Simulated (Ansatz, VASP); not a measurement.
# Re: VASP beside Ansatz

Contents of INCAR:

```
SYSTEM = Re
PREC     = Accurate       ! precision mode
ENCUT    = 520            ! plane-wave cutoff, eV
EDIFF    = 1E-6           ! SCF threshold, eV
ISMEAR   = -1             ! smearing method
SIGMA    = 0.05           ! smearing width, eV
LREAL    = .FALSE.        ! projectors in reciprocal space
LASPH    = .TRUE.         ! aspherical terms in the spheres
NELM     = 60             ! most SCF steps
ALGO     = Normal         ! electronic algorithm
ISIF     = 2              ! what is computed and relaxed
LWAVE    = .FALSE.        ! write WAVECAR
LCHARG   = .TRUE.         ! write CHGCAR
GGA      = RE             ! functional
LELF     = .TRUE.         ! ELF
LVHAR    = .TRUE.       
NBANDS   = 14             ! bands
```

The input KPOINTS:

```
Automatic mesh
0
G
  11 11 6
  0 0 0
```

File POSCAR:

```
Re
1.0
    2.7422705826      0.0000000000      0.0000000000
   -1.3711352913      2.3748759886      0.0000000000
    0.0000000000      0.0000000000      4.4282782931
Re
2
Direct
    0.6666666667      0.3333333333      0.7500000000
    0.3333333333      0.6666666667      0.2500000000
```

File input.yaml:

```yaml
crystal:
  lattice:
    - [2.7422705826, 0.0, 0.0]
    - [-1.3711352913, 2.3748759886, 0.0]
    - [0.0, 0.0, 4.4282782931]
  atoms:
    - { symbol: Re, position: [0.6666666667, 0.3333333333, 0.75] }
    - { symbol: Re, position: [0.3333333333, 0.6666666667, 0.25] }
hamiltonian:
  xc: revpbe
  pseudopotentials: { kind: paw }
kpoints:
  mp_grid: { grid: [11, 11, 6] }
scf:
  occupations: { method: fermi_dirac, width: 0.05 }
output:
  forces: true
  stress: true
  eigenvalues: true
  write_density: true
  write_potential: true
  elf: true
  volumetric_format: npy
```

Alike in both runs: task single point; functional revPBE; k mesh 11 × 11 × 6; occupations fermi-dirac, width 0.05 eV; no spin polarisation.

|  | VASP | Ansatz |
| --- | --- | --- |
| version | VASP 6.6.1 | Ansatz 0.2.0 |
| potentials or method | VASP PAW PBE potentials, release 64 (Re) | Ansatz PAW |
| plane-wave cutoff (eV) | 520 | 420 |
| valence electrons in the cell | 14 | 30 |

```tsv
	VASP	Ansatz	Ansatz less VASP
gap on the k mesh at the Fermi level (eV)	none	none	-
pressure (GPa)	16.7	17.1	+0.38
traceless stress, the component that is largest in VASP (GPa)	0.22	0.36	+0.137
```

VASP's potentials were made for PBE, not for revPBE. A gap of «none» marks a metal or a gap that the smearing closes. The functional is the same, so the differences come from potentials, cutoffs and numerics. VASP's potentials hold 14 valence electrons a cell and Ansatz's 30, so a difference there can come from the potentials and not from the codes.

Spin-orbit coupling is off throughout.
